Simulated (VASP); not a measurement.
# Ge (R-3m) in VASP: single point with PBEsol

Aim: the single point of Ge with PBEsol.

Everything below comes from runs of VASP 6.6.1. Logs are shortened: lines on timing, memory, paths and dates and some standing lists are left out, and cuts for length are marked.

**1. The cell of the first run**

It takes space group R-3m (No. 166, trigonal). Conventional cell: a = 5.791 Å, b = 5.791 Å, c = 26.298 Å, α = 90.00°, β = 90.00°, γ = 120.00°. Ge (site symmetry m) has 7 Ge at 2.58 to 3.11 Å within 3.4 Å. Within 3.5 Å of Ge (site symmetry m) lie 8 Ge at 2.67 to 3.03 Å.

**2. Single point, PBEsol**

Contents of INCAR:

```
SYSTEM = Ge
  ALGO = Normal
  EDIFF = 1E-6
  ENCUT = 520
  GGA = PS
  ISIF = 2
  ISMEAR = 0
  LASPH = .True.
  LCHARG = .False.
  LREAL = .False.
  LWAVE = .False.
  NBANDS = 96
  NELM = 100
  PREC = Accurate
  SIGMA = 0.1
```

Contents of KPOINTS:

```
k-points
0
Gamma
  6 6 6
  0 0 0
```

Contents of POSCAR:

```
Ge
1.0
    2.8954886038      1.6717111249      8.7659861709
   -2.8954886038      1.6717111249      8.7659861709
    0.0000000000     -3.3434222496      8.7659861709
Ge
12
Direct
    0.0611357675      0.5244775377      0.0611357675
    0.0611357675      0.0611357675      0.5244775377
    0.5244775377      0.0611357675      0.0611357675
    0.9388642325      0.4755224623      0.9388642325
    0.4755224623      0.9388642325      0.9388642325
    0.9388642325      0.9388642325      0.4755224623
    0.2160228506      0.6933991875      0.2160228506
    0.2160228506      0.2160228506      0.6933991875
    0.6933991875      0.2160228506      0.2160228506
    0.7839771494      0.3066008125      0.7839771494
    0.3066008125      0.7839771494      0.7839771494
    0.7839771494      0.7839771494      0.3066008125
```

Potentials or basis: VASP PAW PBE potentials, release 64 (Ge_d).

Launch:

```sh
$ cat potpaw_PBE.64/Ge_d/POTCAR > POTCAR
$ mpirun -np 1 vasp_std > vasp.out
```

OUTCAR:

```text
SYSTEM = Ge
   EDIFF = 1E-6
   ENCUT = 520
   GGA = PS
   ISIF = 2
   ISMEAR = 0
   LASPH = .True.
   LREAL = .False.
   NELM = 100
   PREC = Accurate

 ion  position               nearest neighbor table
   1  0.061  0.524  0.061-   4 2.58  12 2.67  11 2.67   2 2.68   3 2.68
   2  0.061  0.061  0.524-   6 2.58  10 2.67  11 2.67   3 2.68   1 2.68
   3  0.524  0.061  0.061-   5 2.58  12 2.67  10 2.67   2 2.68   1 2.68
   4  0.939  0.476  0.939-   1 2.58   8 2.67   9 2.67   6 2.68   5 2.68
   5  0.476  0.939  0.939-   3 2.58   8 2.67   7 2.67   6 2.68   4 2.68
   6  0.939  0.939  0.476-   2 2.58   7 2.67   9 2.67   4 2.68   5 2.68
   7  0.216  0.693  0.216-   6 2.67   5 2.67   8 2.76   9 2.76  11 2.81  12 2.81
   8  0.216  0.216  0.693-   4 2.67   5 2.67   7 2.76   9 2.76  10 2.81  11 2.81
   9  0.693  0.216  0.216-   6 2.67   4 2.67   8 2.76   7 2.76  10 2.81  12 2.81
  10  0.784  0.307  0.784-   2 2.67   3 2.67  12 2.76  11 2.76   9 2.81   8 2.81
  11  0.307  0.784  0.784-   2 2.67   1 2.67  12 2.76  10 2.76   7 2.81   8 2.81
  12  0.784  0.784  0.307-   1 2.67   3 2.67  10 2.76  11 2.76   7 2.81   9 2.81

  LATTYP: Found a trigonal (rhomboedric) cell.
 ALAT       =     9.3819500046
 COS(alpha) =     0.8095032867

  Lattice vectors:

 A1 = (   2.8954886038,   1.6717111249,   8.7659861709)
 A2 = (  -2.8954886038,   1.6717111249,   8.7659861709)
 A3 = (   0.0000000000,  -3.3434222496,   8.7659861709)

Analysis of symmetry for initial positions (statically):
=====================================================================
 Subroutine PRICEL returns:
 Original cell was already a primitive cell.

 Routine SETGRP: Setting up the symmetry group for a
 trigonal (rhombohedral) supercell.

 Subroutine GETGRP returns: Found 12 space group operations
 (whereof 12 operations were pure point group operations)
 out of a pool of 12 trial point group operations.

The static configuration has the point symmetry D_3d.

Analysis of symmetry for dynamics (positions and initial velocities):
=====================================================================
 Subroutine PRICEL returns:
 Original cell was already a primitive cell.

 Routine SETGRP: Setting up the symmetry group for a
 trigonal (rhombohedral) supercell.

 Subroutine GETGRP returns: Found 12 space group operations
 (whereof 12 operations were pure point group operations)
 out of a pool of 12 trial point group operations.

The dynamic configuration has the point symmetry D_3d.

 Subroutine INISYM returns: Found 12 space group operations
 (whereof 12 operations are pure point group operations),
 and found     1 'primitive' translations

----------------------------------------------------------------------------------------

                                     Primitive cell

  volume of cell :     254.5864

  direct lattice vectors                    reciprocal lattice vectors
     2.895488604  1.671711125  8.765986171     0.172682427  0.099698246  0.038025765
    -2.895488604  1.671711125  8.765986171    -0.172682427  0.099698246  0.038025765
     0.000000000 -3.343422250  8.765986171     0.000000000 -0.199396492  0.038025765

  length of vectors
     9.381950005  9.381950005  9.381950005     0.202989950  0.202989950  0.202989950

  position of ions in fractional coordinates (direct lattice)
     0.061135767  0.524477538  0.061135767
     0.061135767  0.061135767  0.524477538
     0.524477538  0.061135767  0.061135767
     0.938864233  0.475522462  0.938864233
     0.475522462  0.938864233  0.938864233
     0.938864233  0.938864233  0.475522462
     0.216022851  0.693399187  0.216022851
     0.216022851  0.216022851  0.693399187
     0.693399187  0.216022851  0.216022851
     0.783977149  0.306600813  0.783977149
     0.306600813  0.783977149  0.783977149
     0.783977149  0.783977149  0.306600813

  ion indices of the primitive-cell ions
   primitive index   ion index
                 1           1
                 2           2
                 3           3
                 4           4
                 5           5
                 6           6
                 7           7
                 8           8
                 9           9
                10          10
                11          11
                12          12

----------------------------------------------------------------------------------------

 KPOINTS: k-points

Automatic generation of k-mesh.
 Grid dimensions read from file:
 generate k-points for:    6    6    6

 Generating k-lattice:

  Cartesian coordinates                     Fractional coordinates (reciprocal lattice)
     0.028780405  0.016616374  0.006337628     0.166666667 -0.000000000  0.000000000
    -0.028780405  0.016616374  0.006337628    -0.000000000  0.166666667  0.000000000
     0.000000000 -0.033232749  0.006337628     0.000000000  0.000000000  0.166666667

  Length of vectors
     0.033831658  0.033831658  0.033831658

  Shift w.r.t. Gamma in fractional coordinates (k-lattice)
     0.000000000  0.000000000  0.000000000

 Subroutine IBZKPT returns following result:
 ===========================================

 Found     32 irreducible k-points:

 Following reciprocal coordinates:
            Coordinates               Weight
  0.000000  0.000000  0.000000      1.000000
  0.166667 -0.000000 -0.000000      6.000000
  0.333333 -0.000000  0.000000      6.000000
  0.500000 -0.000000  0.000000      3.000000
  0.166667  0.166667 -0.000000      6.000000
  0.333333  0.166667  0.000000     12.000000
[... 16 lines left out ...]
  0.500000  0.500000  0.166667      6.000000
 -0.333333  0.500000  0.166667     12.000000
 [... further k-points ...]
   k-points           NKPTS =     32   k-points in BZ     NKDIM =     32   number of bands    NBANDS=     96
   number of dos      NEDOS =    301   number of ions     NIONS =     12
   total plane-waves  NPLWV = 343000
   dimension x,y,z NGX =    70 NGY =   70 NGZ =   70
   dimension x,y,z NGXF=   140 NGYF=  140 NGZF=  140
   ions per type =              12
   NGX,Y,Z   is equivalent  to a cutoff of  12.40, 12.40, 12.40 a.u.
   NGXF,Y,Z  is equivalent  to a cutoff of  24.81, 24.81, 24.81 a.u.
 SYSTEM =  Ge
   PREC   = accura    normal or accurate (medium, high low for compatibility)
   ISTART =      0    job   : 0-new  1-cont  2-samecut
   ICHARG =      2    charge: 1-file 2-atom 10-const
   ISPIN  =      1    spin polarized calculation?
   LNONCOLLINEAR =      F non collinear calculations
   LSORBIT =      F    spin-orbit coupling
   LASPH  =      T    aspherical Exc in radial PAW
   ENCUT  =  520.0 eV  38.22 Ry    6.18 a.u.  17.44 17.44 17.44*2*pi/ulx,y,z
   NELM   =    100;   NELMIN=  2; NELMDL= -5     # of ELM steps
   EDIFF  = 0.1E-05   stopping-criterion for ELM
   LREAL  =      F    real-space projection
   EDIFFG = 0.1E-04   stopping-criterion for IOM
   NSW    =      0    number of steps for IOM
   IBRION =     -1    ionic relax: 0-MD 1-quasi-New 2-CG
   NFREE  =      0    steps in history (QN), initial steepest desc. (CG)
   ISIF   =      2    stress and relaxation
   ISYM   =      2    0-nonsym 1-usesym 2-fastsym
   POTIM  = 0.5000    time-step for ionic-motion
   TEBEG  =    0.0;   TEEND  =   0.0 temperature during run
   PSTRESS=    0.0 pullay stress
   NELECT =     168.0000    total number of electrons
   NUPDOWN=      -1.0000    fix difference up-down
   EMIN   =  10.00;   EMAX   =-10.00  energy-range for DOS
   EFERMI =   0.00;   METHOD = LEGACY
   ISMEAR =     0;   SIGMA  =   0.10  broadening in eV -4-tet -1-fermi 0-gaus
   EFERMI_NEDOS =   21; number of points for ismear=-14 and -15
   IALGO  =     38    algorithm
   IMIX   =      4    mixing-type and parameters
     AMIX     =   0.40;   BMIX     =  1.00
     AMIX_MAG =   1.60;   BMIX_MAG =  1.00
  volume/ion in A,a.u.               =      21.22       143.17
  Fermi-wavevector in a.u.,A,eV,Ry     =   1.425278  2.693385 27.639107  2.031417
  Thomas-Fermi vector in A             =   2.545679
   LORBIT       =      0    0 simple, 1 ext, 2 COOP (PROOUT), +10 PAW based schemes
   GGA     = PS    functional components
   LHFCALC =     F    Hartree Fock is set to
   AEXX    =    0.0000 exact exchange contribution
   IVDW    =     0    specifies the selected vdW correction
   LEPSILON=     F    determine dielectric tensor
   LRPA    =     F    only Hartree local field effects (RPA)
 non-spin polarized calculation
 Gauss-broadening in eV      SIGMA  =   0.10
  energy-cutoff  :      520.00
  volume of cell :      254.59
 maximum number of plane-waves:      6939
 NGX is ok and might be reduce to    70
   NGX = 35   NGY = 35   NGZ = 35

 number of electron     168.0000063 magnetization

 Free energy of the ion-electron system (eV)
  ---------------------------------------------------
  ext. energy  EPLUGINS =         0.00000000
  ---------------------------------------------------
  free energy    TOTEN  =       -55.69957463 eV

  energy without entropy =      -55.67794380  energy(sigma->0) =      -55.68875921

 E-fermi :   5.3845     XC(G=0): -10.5983

 val. band max:        5.3700074235   @ k =   0.5000   0.3333  -0.0000
 cond. band min:       5.3890471328   @ k =  -0.3333   0.3333   0.0000
 fundamental gap:      0.0190397093
 Fermi energy:         5.3844749539

 k-point     1 :       0.0000    0.0000    0.0000
  band No.  band energies     occupation
      1     -19.3529      2.00000
      2     -19.3458      2.00000
      3     -19.3458      2.00000
      4     -19.3313      2.00000
      5     -19.3278      2.00000
      6     -19.3250      2.00000
[... 88 lines left out ...]
     95       9.8898      0.00000
     96      10.7287      0.00000

 k-point     2 :       0.1667   -0.0000   -0.0000
  band No.  band energies     occupation
      1     -19.3484      2.00000
      2     -19.3430      2.00000
      3     -19.3369      2.00000
      4     -19.3278      2.00000
      5     -19.3273      2.00000
      6     -19.3236      2.00000
[... 2167 lines left out ...]
     95       8.8252      0.00000
     96       8.8861      0.00000

 k-point    24 :      -0.3333    0.5000    0.1667
  band No.  band energies     occupation
      1     -19.3355      2.00000
      2     -19.3317      2.00000
      3     -19.3264      2.00000
      4     -19.3224      2.00000
      5     -19.3183      2.00000
      6     -19.3049      2.00000
[... 88 lines left out ...]
     95       8.9111      0.00000
     96       9.1119      0.00000

 [... further k-points ...]
[... 5 lines left out ...]
  --------------------------------------------------------------------------------------
  -------------------------------------------------------------------------------------
  Total       -0.0917528     -0.0917528     -0.1083698      0.0000000     -0.0000000      0.0000000
  in kB       -0.5774242     -0.5774242     -0.6819991      0.0000000     -0.0000000      0.0000000
  external PRESSURE =      -0.6122825 kB  Pullay stress =       0.0000000 kB

 VOLUME and BASIS-vectors are now :
 -----------------------------------------------------------------------------
  energy-cutoff  :      520.00
  volume of cell :      254.59
      direct lattice vectors                 reciprocal lattice vectors
     2.895488604  1.671711125  8.765986171     0.172682427  0.099698246  0.038025765
    -2.895488604  1.671711125  8.765986171    -0.172682427  0.099698246  0.038025765
     0.000000000 -3.343422250  8.765986171     0.000000000 -0.199396492  0.038025765

 POSITION                                       TOTAL-FORCE (eV/Angst)
 -----------------------------------------------------------------------------------
     -1.34160      0.77457      5.66939         0.008682     -0.005013     -0.003766
      0.00000     -1.54915      5.66939        -0.000000      0.010025     -0.003766
      1.34160      0.77457      5.66939        -0.008682     -0.005013     -0.003766
      1.34160     -0.77457     20.62857        -0.008682      0.005013      0.003766
     -1.34160     -0.77457     20.62857         0.008682      0.005013      0.003766
      0.00000      1.54915     20.62857        -0.000000     -0.010025      0.003766
     -1.38224      0.79804      9.86563         0.005327     -0.003075     -0.000893
      0.00000     -1.59607      9.86563        -0.000000      0.006151     -0.000893
      1.38224      0.79804      9.86563        -0.005327     -0.003075     -0.000893
      1.38224     -0.79804     16.43232        -0.005327      0.003075      0.000893
     -1.38224     -0.79804     16.43232         0.005327      0.003075      0.000893
      0.00000      1.59607     16.43232        -0.000000     -0.006151      0.000893
 -----------------------------------------------------------------------------------
    total drift:                               -0.000000     -0.000000      0.000000

  FREE ENERGIE OF THE ION-ELECTRON SYSTEM (eV)
  ---------------------------------------------------
  free  energy   TOTEN  =       -55.6995746275 eV

  energy  without entropy=      -55.6779438013  energy(sigma->0) =      -55.68875921
```

Wall time 26 min (1 thread of Intel Xeon Platinum 8488C (Sapphire Rapids), shared host); peak memory 0.93 GiB.

Results:

```yaml
Free_energy: -55.6996 eV
Pressure: -0.1 GPa
Largest_force: 0.011 eV/Å
Band_gap_on_the_k_mesh: zero (band 84 reaches 5.68 eV, above the bottom of band 85 at 4.86 eV)
```

Forces in eV/Å, atoms in the order of the input:
```
Ge   0.009 -0.005 -0.004
Ge   0.000  0.010 -0.004
Ge  -0.009 -0.005 -0.004
Ge  -0.009  0.005  0.004
Ge   0.009  0.005  0.004
Ge   0.000 -0.010  0.004
Ge   0.005 -0.003 -0.001
Ge   0.000  0.006 -0.001
Ge  -0.005 -0.003 -0.001
Ge  -0.005  0.003  0.001
Ge   0.005  0.003  0.001
Ge   0.000 -0.006  0.001
```

Caveat: the PAW data sets were made with another functional, which shifts forces and pressure a little.
